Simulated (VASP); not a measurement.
# SbS2 (R-3m) in VASP: a series of runs, part 2 of 2

VASP 6.6.1.

**5. Single point, PBE**

This run uses another cell than the first one, of 25.46 Å³/atom.

The input, INCAR:

```
PREC = Accurate
ENCUT = 520
EDIFF = 1E-7
ISMEAR = 0
SIGMA = 0.1
LREAL = F
LASPH = T
NELM = 80
ALGO = Normal
ISIF = 2
LWAVE = F
LCHARG = F
GGA = PE
NBANDS = 16
```

The input, KPOINTS:

```
regular mesh
0
Gamma
  12 12 12
```

The input, POSCAR:

```
SbS2
1.0
    1.8748515749      1.0824460615      6.2723887680
   -1.8748515749      1.0824460615      6.2723887680
    0.0000000000     -2.1648921230      6.2723887680
Sb S
1 2
Direct
    0.0000000000      0.0000000000      0.0000000000
    0.7489559670      0.7489559670      0.7489559670
    0.2510440330      0.2510440330      0.2510440330
```

Command:

```sh
$ cat potpaw_PBE.64/Sb/POTCAR potpaw_PBE.64/S/POTCAR > POTCAR
$ mpirun -np 1 vasp_std > vasp.out
```

Wall time 18 min (1 thread of Intel Xeon 8259CL, shared host); peak memory 0.48 GiB.

Results (log left out):

| Quantity | Value |
| --- | --- |
| Free energy | -12.6762 eV |
| Pressure | -0.2 GPa |
| Largest force | 0.018 eV/Å |
| Band gap on the k mesh | zero (an odd number of electrons rules out a gap without spin polarisation) |

Forces on the atoms (eV/Å):
```
Sb   0.000  0.000  0.000
S    0.000  0.000 -0.018
S    0.000  0.000  0.018
```

Levels at points of the mesh, in eV from the Fermi level:
```csv
k point,band 7,band 8,band 9,band 10,band 11,band 12
"(0.00, 0.00, 0.00)",-1.56,-1.56,-0.73,1.53,2.61,2.61
"(0.50, 0.00, 0.00)",-2.40,-1.79,-0.60,2.52,4.00,4.38
"(0.50, 0.50, 0.00)",-1.57,-1.53,-1.19,2.38,3.59,3.91
"(0.50, 0.50, 0.50)",-1.47,-1.47,0.37,1.44,2.63,2.63
```

Caveat: spin-orbit coupling is left out, which moves the levels of the heavy elements; an odd number of electrons without spin polarisation forces a metal; a magnetic or distorted state may lie lower.

**6. Relaxation of cell and atoms, PBE**

This run uses another cell than the first one, of 25.41 Å³/atom.

The input, INCAR:

```
ALGO = Normal ; EDIFF = 1E-6
EDIFFG = -0.01 ; ENCUT = 600
GGA = PE ; IBRION = 2
ISIF = 3 ; ISMEAR = 0
LASPH = True ; LCHARG = False
LREAL = False ; LWAVE = False
NELM = 60 ; NSW = 100
PREC = Accurate ; SIGMA = 0.1
```

The input, KPOINTS:

```
k-points
0
Gamma
  12 12 12
```

The input, POSCAR:

```
SbS2
1.0
    1.8690676076      1.0791066864      6.2979835374
   -1.8690676076      1.0791066864      6.2979835374
    0.0000000000     -2.1582133728      6.2979835374
Sb S
1 2
Direct
    0.0000000000      0.0000000000      0.0000000000
    0.7488498357      0.7488498357      0.7488498357
    0.2511501643      0.2511501643      0.2511501643
```

Potentials or basis: VASP PAW PBE potentials, release 64 (Sb, S).

Command:

```sh
$ cat potpaw_PBE.64/Sb/POTCAR potpaw_PBE.64/S/POTCAR > POTCAR
$ mpirun -np 1 vasp_std > vasp.out
```

OUTCAR:

```text
EDIFF = 1E-6
   EDIFFG = -0.01
   ENCUT = 600
   GGA = PE
   IBRION = 2
   ISIF = 3
   ISMEAR = 0
   LASPH = True
   LREAL = False
   NELM = 60
   NSW = 100
   PREC = Accurate

 ion  position               nearest neighbor table
   1  0.000  0.000  0.000-   2 2.66   2 2.66   3 2.66   3 2.66   2 2.66   3 2.66
   2  0.749  0.749  0.749-   1 2.66   1 2.66   1 2.66
   3  0.251  0.251  0.251-   1 2.66   1 2.66   1 2.66

  LATTYP: Found a trigonal (rhomboedric) cell.
 ALAT       =     6.6575131693
 COS(alpha) =     0.8423638029

  Lattice vectors:

 A1 = (   1.8690676076,   1.0791066864,   6.2979835374)
 A2 = (  -1.8690676076,   1.0791066864,   6.2979835374)
 A3 = (   0.0000000000,  -2.1582133728,   6.2979835374)

Analysis of symmetry for initial positions (statically):
=====================================================================
 Subroutine PRICEL returns:
 Original cell was already a primitive cell.
[... 266 lines left out ...]
  band No.  band energies     occupation
      1     -10.1584      2.00000
      2      -8.1046      2.00000
      3      -3.0456      2.00000
      4       2.6254      2.00000
      5       2.6254      2.00000
      6       2.9924      2.00000
      7       3.0745      2.00000
      8       3.0745      2.00000
      9       3.9137      2.00000
     10       6.1647      0.00000
     11       7.2449      0.00000
     12       7.2449      0.00000
[... 331 lines left out ...]
 k-point    24 :      -0.4167    0.1667   -0.0000
  band No.  band energies     occupation
      1      -7.9686      2.00000
      2      -7.8099      2.00000
      3      -4.8383      2.00000
      4      -0.7800      2.00000
      5       0.1602      2.00000
      6       0.5585      2.00000
      7       2.3465      2.00000
      8       2.5752      2.00000
      9       4.6866      0.47934
     10       8.1055      0.00000
     11       8.2818      0.00000
     12       8.8984      0.00000

 [... further k-points ...]
[... 5 lines left out ...]
  --------------------------------------------------------------------------------------
  -------------------------------------------------------------------------------------
  Total       -0.0148959     -0.0148959     -0.0263794      0.0000000      0.0000000      0.0000000
  in kB       -0.3125472     -0.3125472     -0.5534933      0.0000000      0.0000000      0.0000000
  external PRESSURE =      -0.3928626 kB  Pullay stress =       0.0000000 kB
[... 18 lines left out ...]
  FREE ENERGIE OF THE ION-ELECTRON SYSTEM (eV)
  ---------------------------------------------------
  free  energy   TOTEN  =       -12.6767416740 eV

  energy  without entropy=      -12.6665778738  energy(sigma->0) =      -12.67165977

 reached required accuracy - stopping structural energy minimisation
```

OSZICAR:

```text
N       E                     dE             d eps       ncg     rms          rms(c)
DAV:   1     0.980188954778E+02    0.98019E+02   -0.68952E+03  4536   0.125E+03
DAV:   2    -0.494537935734E+01   -0.10296E+03   -0.98316E+02  6372   0.203E+02
DAV:   3    -0.129913265182E+02   -0.80459E+01   -0.78554E+01  5680   0.642E+01
DAV:   4    -0.131576452080E+02   -0.16632E+00   -0.16378E+00  5584   0.104E+01
[... 19 lines left out ...]
DAV:   1    -0.126768815106E+02   -0.18283E-03   -0.64563E-03  4572   0.540E-01    0.673E-02
DAV:   2    -0.126767644740E+02    0.11704E-03   -0.33230E-04  5340   0.138E-01    0.279E-02
DAV:   3    -0.126767466147E+02    0.17859E-04   -0.76199E-05  5448   0.574E-02    0.121E-02
DAV:   4    -0.126767423384E+02    0.42764E-05   -0.56506E-06  5024   0.196E-02    0.615E-03
DAV:   5    -0.126767416740E+02    0.66437E-06   -0.17046E-06  2372   0.994E-03
   3 F= -.12676742E+02 E0= -.12671660E+02  d E =-.216974E-03
```

CONTCAR:

```text
SbS2
   1.00000000000000
     1.8726855845473236    1.0811955263645670    6.2855385588957260
    -1.8726855845473236    1.0811955263645670    6.2855385588957260
    -0.0000000000000000   -2.1623910527291339    6.2855385588957260
  Sb              S
     1     2
Direct
     0.0000000000000000    0.0000000000000000    0.0000000000000000
     0.7487755056042475    0.7487755056042475    0.7487755056042475
     0.2512244943957526    0.2512244943957526    0.2512244943957526

  0.00000000E+00  0.00000000E+00  0.00000000E+00
  0.00000000E+00  0.00000000E+00  0.00000000E+00
  0.00000000E+00  0.00000000E+00  0.00000000E+00
```

It took 34 min on 1 thread of Intel Xeon 8259CL, shared host; peak memory 0.59 GiB.

Results:

| Item | Value |
| --- | --- |
| Free energy | -12.6767 eV |
| Relaxed volume | 25.45 Å³/atom |
| Relaxed cell | a = 6.647 Å, b = 6.647 Å, c = 6.647 Å, α = 32.73°, β = 32.73°, γ = 32.73° |
| Space group after relaxing (to 0.1 Å) | R-3m (No. 166) |
| Energy gained by relaxing | 0.1 meV/atom |
| Ionic steps | 3 |
| Pressure after relaxing | 0.0 GPa |
| Largest force after relaxing | 0.003 eV/Å |
| Band gap on the k mesh | zero (an odd number of electrons rules out a gap without spin polarisation) |

Forces on the atoms (eV/Å):
```
Sb   0.000  0.000  0.000
S    0.000  0.000 -0.003
S    0.000  0.000  0.003
```

The path:
| step | energy change (eV) | largest force (eV/Å) | pressure (GPa) | volume (Å³) |
| --- | --- | --- | --- | --- |
| 1 | 0.0000 | 0.0161 | 0.05 | 76.22 |
| 2 | -0.0002 | 0.0089 | 0.00 | 76.30 |
| 3 | -0.0002 | 0.0032 | -0.04 | 76.36 |

Final structure:
```xyz
3
Lattice="1.8727 1.0812 6.2855 -1.8727 1.0812 6.2855 0.0000 -2.1624 6.2855" Properties=species:S:1:pos:R:3 pbc="T T T"
Sb    0.0000    0.0000    0.0000
S     0.0000    0.0000   14.1194
S     0.0000    0.0000    4.7372
```

Caveat: spin-orbit coupling is left out, which moves the levels of the heavy elements; an odd number of electrons without spin polarisation forces a metal; a magnetic or distorted state may lie lower.

**7. Overview**

```csv
task,cell,k mesh,cutoff (eV),gap on the mesh (eV),pressure (GPa),relaxed volume (Å³/atom),largest force (eV/Å)
single point,"a = 6.161 Å, angles 36.0°, 3 atoms, atomic positions A",6 × 6 × 6,520,none,2.3,-,0.70
single point,"a = 6.658 Å, angles 32.6°, 3 atoms, atomic positions B",6 × 6 × 6,520,none,0.0,-,-
relaxation of cell and atoms,"relaxed from a = 6.161 Å, angles 36.0°, 3 atoms, atomic positions A",6 × 6 × 6,600,none,0.1,25.16,0.01
single point,"a = 6.635 Å, angles 32.8°, 3 atoms, atomic positions C",12 × 12 × 12,520,none,-0.2,-,0.02
relaxation of cell and atoms,"relaxed from a = 6.658 Å, angles 32.6°, 3 atoms, atomic positions B",12 × 12 × 12,600,none,0.0,25.45,-
```

Alike in all rows: level PBE; potentials or basis VASP PAW PBE potentials, release 64 (Sb, S); no spin polarisation; smearing gaussian 0.1 eV.

Caveats: spin-orbit coupling is left out, which moves the levels of the heavy elements; an odd number of electrons without spin polarisation forces a metal; a magnetic or distorted state may lie lower.

Absolute energies hang on the potentials; compare differences alone.
